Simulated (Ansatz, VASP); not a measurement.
GaGe: VASP beside Ansatz

INCAR

```
PREC = Accurate
ENCUT = 520
EDIFF = 1E-6
ISMEAR = 0
SIGMA = 0.15
LREAL = F
LASPH = T
NELM = 100
ALGO = Normal
ISIF = 2
LWAVE = F
LCHARG = T
GGA = CA
LELF = T
LVHAR = T
NBANDS = 20
```

KPOINTS

```
Automatic mesh
0
Gamma
  14 14 14
```

The input POSCAR:

```
GaGe
1.0
    0.0000000000      2.8109086800      2.8109086800
    2.8109086800      0.0000000000      2.8109086800
    2.8109086800      2.8109086800      0.0000000000
Ga Ge
1 1
Direct
    0.7500000000      0.7500000000      0.7500000000
    0.0000000000      0.0000000000      0.0000000000
```

Input for Ansatz:

```yaml
crystal:
  lattice:
    - [0.0, 2.81090868, 2.81090868]
    - [2.81090868, 0.0, 2.81090868]
    - [2.81090868, 2.81090868, 0.0]
  atoms:
    - { symbol: Ga, position: [0.75, 0.75, 0.75] }
    - { symbol: Ge, position: [0.0, 0.0, 0.0] }
basis:
  ecutwfc: 420
kpoints:
  mp_grid: { grid: [14, 14, 14] }
hamiltonian:
  xc: lda
scf:
  occupations: { method: gaussian, width: 0.15 }
output:
  forces: true
  stress: true
  eigenvalues: true
```

Change from the starting cell: strain -0.030 along x and y, -0.030 along z, atoms carried along.

Alike in both runs: task single point; functional LDA; k mesh 14 × 14 × 14; occupations gaussian, width 0.15 eV; no spin polarisation.

|  | VASP | Ansatz |
| --- | --- | --- |
| version | VASP 6.6.1 | Ansatz 0.2.0 |
| potentials or method | VASP PAW LDA potentials, release 64 (Ga_d, Ge_d), cutoff 520 eV | scalar-relativistic, plane waves, PAW |
| valence electrons in the cell | 27 | 27 |

VASP gave:

```
gap on the k mesh at the Fermi level (eV) : none
pressure (GPa)                            : 0.6
```

Q: What did Ansatz give for the same quantities?

A: gap on the k mesh at the Fermi level (eV): none; pressure (GPa): 0.4.

LDA's correlation is that of Perdew and Zunger in VASP and of Perdew and Wang (1992) in Ansatz. A gap of «none» marks a metal or a gap that the smearing closes.
